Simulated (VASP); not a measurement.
# BP (F-43m) in VASP: notebook, part 2 of 2

VASP 6.6.1.

### Step 3. Relaxation of cell and atoms, PBEsol

This run uses another cell than the first one, of 11.57 Å³/atom, 1.003 times its volume.

Contents of INCAR:

```
ALGO = Normal
EDIFF = 1E-6
EDIFFG = -0.01
ENCUT = 600
GGA = PS
IBRION = 2
ISIF = 3
ISMEAR = 0
LASPH = T
LCHARG = F
LREAL = F
LWAVE = F
NELM = 80
NSW = 80
PREC = Accurate
SIGMA = 0.02
```

Contents of KPOINTS:

```
k-points
0
Gamma
  10 10 10
```

Contents of POSCAR:

```
BP
1.0
    0.0000000000      2.2620396556      2.2620396556
    2.2620396556      0.0000000000      2.2620396556
    2.2620396556      2.2620396556      0.0000000000
B P
1 1
Direct
    0.0000000000      0.0000000000      0.0000000000
    0.2500000000      0.2500000000      0.2500000000
```

Potentials or basis: VASP PAW PBE potentials, release 64 (B, P).

Started as:

```
cat potpaw_PBE.64/B/POTCAR potpaw_PBE.64/P/POTCAR > POTCAR
mpirun -np 1 vasp_std > vasp.out
```

OUTCAR:

```text
EDIFF = 1E-6
   EDIFFG = -0.01
   ENCUT = 600
   GGA = PS
   IBRION = 2
   ISIF = 3
   ISMEAR = 0
   LASPH = T
   LREAL = F
   NELM = 80
   NSW = 80
   PREC = Accurate

 ion  position               nearest neighbor table
   1  0.000  0.000  0.000-   2 1.96   2 1.96   2 1.96   2 1.96
   2  0.250  0.250  0.250-   1 1.96   1 1.96   1 1.96   1 1.96

  LATTYP: Found a face centered cubic cell.
 ALAT       =     4.5240793112

  Lattice vectors:

 A1 = (   0.0000000000,   2.2620396556,   2.2620396556)
 A2 = (   2.2620396556,   0.0000000000,   2.2620396556)
 A3 = (   2.2620396556,   2.2620396556,   0.0000000000)

Analysis of symmetry for initial positions (statically):
=====================================================================
 Subroutine PRICEL returns:
 Original cell was already a primitive cell.

 Routine SETGRP: Setting up the symmetry group for a
 face centered cubic supercell.

 Subroutine GETGRP returns: Found 24 space group operations
 (whereof 24 operations were pure point group operations)
 out of a pool of 48 trial point group operations.

The static configuration has the point symmetry T_d .

Analysis of symmetry for dynamics (positions and initial velocities):
=====================================================================
 Subroutine PRICEL returns:
 Original cell was already a primitive cell.

 Routine SETGRP: Setting up the symmetry group for a
 face centered cubic supercell.

 Subroutine GETGRP returns: Found 24 space group operations
 (whereof 24 operations were pure point group operations)
 out of a pool of 48 trial point group operations.

The dynamic configuration has the point symmetry T_d .

 Subroutine INISYM returns: Found 24 space group operations
 (whereof 24 operations are pure point group operations),
 and found     1 'primitive' translations

----------------------------------------------------------------------------------------

                                     Primitive cell

  volume of cell :      23.1489

  direct lattice vectors                    reciprocal lattice vectors
     0.000000000  2.262039656  2.262039656    -0.221039449  0.221039449  0.221039449
     2.262039656  0.000000000  2.262039656     0.221039449 -0.221039449  0.221039449
     2.262039656  2.262039656  0.000000000     0.221039449  0.221039449 -0.221039449

  length of vectors
     3.199007160  3.199007160  3.199007160     0.382851557  0.382851557  0.382851557

  position of ions in fractional coordinates (direct lattice)
     0.000000000  0.000000000  0.000000000
     0.250000000  0.250000000  0.250000000

  ion indices of the primitive-cell ions
   primitive index   ion index
                 1           1
                 2           2

----------------------------------------------------------------------------------------

 KPOINTS: k-points

Automatic generation of k-mesh.
 Grid dimensions read from file:
 generate k-points for:   10   10   10

 Generating k-lattice:

  Cartesian coordinates                     Fractional coordinates (reciprocal lattice)
    -0.022103945  0.022103945  0.022103945     0.100000000  0.000000000  0.000000000
     0.022103945 -0.022103945  0.022103945     0.000000000  0.100000000  0.000000000
     0.022103945  0.022103945 -0.022103945     0.000000000  0.000000000  0.100000000

[... 40 lines left out ...]
   total plane-waves  NPLWV =  21952
   dimension x,y,z NGX =    28 NGY =   28 NGZ =   28
   dimension x,y,z NGXF=    56 NGYF=   56 NGZF=   56
   ions per type =               1   1
   NGX,Y,Z   is equivalent  to a cutoff of  14.55, 14.55, 14.55 a.u.
   NGXF,Y,Z  is equivalent  to a cutoff of  29.10, 29.10, 29.10 a.u.
 SYSTEM =  unknown system
   PREC   = accura    normal or accurate (medium, high low for compatibility)
   ISTART =      0    job   : 0-new  1-cont  2-samecut
   ICHARG =      2    charge: 1-file 2-atom 10-const
   ISPIN  =      1    spin polarized calculation?
   LNONCOLLINEAR =      F non collinear calculations
   LSORBIT =      F    spin-orbit coupling
   LASPH  =      T    aspherical Exc in radial PAW
   ENCUT  =  600.0 eV  44.10 Ry    6.64 a.u.   6.39  6.39  6.39*2*pi/ulx,y,z
   NELM   =     80;   NELMIN=  2; NELMDL= -5     # of ELM steps
   EDIFF  = 0.1E-05   stopping-criterion for ELM
   LREAL  =      F    real-space projection
   EDIFFG = -.1E-01   stopping-criterion for IOM
   NSW    =     80    number of steps for IOM
   IBRION =      2    ionic relax: 0-MD 1-quasi-New 2-CG
   NFREE  =      1    steps in history (QN), initial steepest desc. (CG)
   ISIF   =      3    stress and relaxation
   ISYM   =      2    0-nonsym 1-usesym 2-fastsym
   POTIM  = 0.5000    time-step for ionic-motion
   TEBEG  =    0.0;   TEEND  =   0.0 temperature during run
   PSTRESS=    0.0 pullay stress
   NELECT =       8.0000    total number of electrons
   NUPDOWN=      -1.0000    fix difference up-down
   EMIN   =  10.00;   EMAX   =-10.00  energy-range for DOS
   EFERMI =   0.00;   METHOD = LEGACY
   ISMEAR =     0;   SIGMA  =   0.02  broadening in eV -4-tet -1-fermi 0-gaus
   EFERMI_NEDOS =   21; number of points for ismear=-14 and -15
   IALGO  =     38    algorithm
   IMIX   =      4    mixing-type and parameters
     AMIX     =   0.40;   BMIX     =  1.00
     AMIX_MAG =   1.60;   BMIX_MAG =  1.00
  volume/ion in A,a.u.               =      11.57        78.11
  Fermi-wavevector in a.u.,A,eV,Ry     =   1.148845  2.171001 17.957566  1.319844
  Thomas-Fermi vector in A             =   2.285517
   LORBIT       =      0    0 simple, 1 ext, 2 COOP (PROOUT), +10 PAW based schemes
   GGA     = PS    functional components
   LHFCALC =     F    Hartree Fock is set to
   AEXX    =    0.0000 exact exchange contribution
   IVDW    =     0    specifies the selected vdW correction
   LEPSILON=     F    determine dielectric tensor
   LRPA    =     F    only Hartree local field effects (RPA)
 conjugate gradient relaxation of ions
 non-spin polarized calculation
 Gauss-broadening in eV      SIGMA  =   0.02
  energy-cutoff  :      600.00
  volume of cell :       23.15
 maximum number of plane-waves:       785
 NGX is ok and might be reduce to    28
   NGX = 13   NGY = 13   NGZ = 13

--------------------------------------- Ionic step        1  -------------------------------------------

 number of electron       8.0000000 magnetization

 Free energy of the ion-electron system (eV)
  ---------------------------------------------------
  ext. energy  EPLUGINS =         0.00000000
  ---------------------------------------------------
  free energy    TOTEN  =       -13.67523047 eV

  energy without entropy =      -13.67523047  energy(sigma->0) =      -13.67523047

------------------------ aborting loop because EDIFF is reached ----------------------------------------

  FORCE on cell =-STRESS in cart. coord.  units (eV):
  Direction    XX          YY          ZZ          XY          YZ          ZX
  --------------------------------------------------------------------------------------
  -------------------------------------------------------------------------------------
  Total       -0.0478928     -0.0478928     -0.0478928      0.0000000     -0.0000000      0.0000000
  in kB       -3.3147485     -3.3147485     -3.3147485      0.0000000     -0.0000000      0.0000000
  external PRESSURE =      -3.3147485 kB  Pullay stress =       0.0000000 kB
[... 59 lines left out ...]
--------------------------------------- Ionic step        3  -------------------------------------------

 number of electron       8.0000000 magnetization

 Free energy of the ion-electron system (eV)
  ---------------------------------------------------
  ext. energy  EPLUGINS =         0.00000000
  ---------------------------------------------------
  free energy    TOTEN  =       -13.67527873 eV

  energy without entropy =      -13.67527873  energy(sigma->0) =      -13.67527873

 E-fermi :   7.6767     XC(G=0): -11.0930

 val. band max:        7.5374289539   @ k =   0.0000   0.0000   0.0000
 cond. band min:       8.6540443963   @ k =   0.4000   0.4000   0.0000
 fundamental gap:      1.1166154424
 Fermi energy:         7.6766768610

 k-point     1 :       0.0000    0.0000    0.0000
  band No.  band energies     occupation
      1      -8.0603      2.00000
      2       7.5374      2.00000
      3       7.5374      2.00000
      4       7.5374      2.00000
      5      10.9110      0.00000
      6      10.9110      0.00000
      7      10.9110      0.00000
      8      15.0501      0.00000
[... 243 lines left out ...]
 k-point    24 :       0.4000    0.3000    0.0000
  band No.  band energies     occupation
      1      -5.0800      2.00000
      2       1.3488      2.00000
      3       3.4064      2.00000
      4       3.9586      2.00000
      5       9.2409      0.00000
      6      11.0311      0.00000
      7      17.0645      0.00000
      8      17.0681      0.00000

 [... further k-points ...]
[... 5 lines left out ...]
  --------------------------------------------------------------------------------------
  -------------------------------------------------------------------------------------
  Total        0.0009489      0.0009489      0.0009489     -0.0000000     -0.0000000      0.0000000
  in kB        0.0658011      0.0658011      0.0658011     -0.0000000     -0.0000000      0.0000000
  external PRESSURE =       0.0658011 kB  Pullay stress =       0.0000000 kB
[... 17 lines left out ...]
  FREE ENERGIE OF THE ION-ELECTRON SYSTEM (eV)
  ---------------------------------------------------
  free  energy   TOTEN  =       -13.6752787278 eV

  energy  without entropy=      -13.6752787278  energy(sigma->0) =      -13.67527873

 reached required accuracy - stopping structural energy minimisation
```

CONTCAR:

```text
BP
   1.00000000000000
     0.0000000000000000    2.2605660117990767    2.2605660117990767
     2.2605660117990767    0.0000000000000000    2.2605660117990767
     2.2605660117990767    2.2605660117990767    0.0000000000000000
  B               P
     1     1
Direct
     0.0000000000000000    0.0000000000000000    0.0000000000000000
     0.2500000000000000    0.2500000000000000    0.2500000000000000

  0.00000000E+00  0.00000000E+00  0.00000000E+00
  0.00000000E+00  0.00000000E+00  0.00000000E+00
```

Wall time 17 s (1 thread of AMD EPYC 7R13 (Zen 3), shared host); peak memory 0.13 GiB.

Results:

```yaml
Free_energy: -13.6753 eV
Relaxed_volume: 11.55 Å³/atom
Relaxed_cell: a = 3.197 Å, b = 3.197 Å, c = 3.197 Å, α = 60.00°, β = 60.00°, γ = 60.00°
Space_group_after_relaxing_to_0.05_Å: F-43m (No. 216)
Energy_gained_by_relaxing: 0.0 meV/atom
Ionic_steps: 3
Pressure_after_relaxing: 0.0 GPa
Band_gap_on_the_k_mesh: 1.12 eV, indirect (least direct gap 3.37 eV)
```

Final structure:
```yaml
crystal:
  lattice:
    - [0.00000, 2.26057, 2.26057]
    - [2.26057, 0.00000, 2.26057]
    - [2.26057, 2.26057, 0.00000]
  atoms:
    - { symbol: B, position: [0.00000, 0.00000, 0.00000] }
    - { symbol: P, position: [0.25000, 0.25000, 0.25000] }
```

Caveat: the PAW data sets were made with another functional, which shifts forces and pressure a little. A k mesh can miss the band edges.
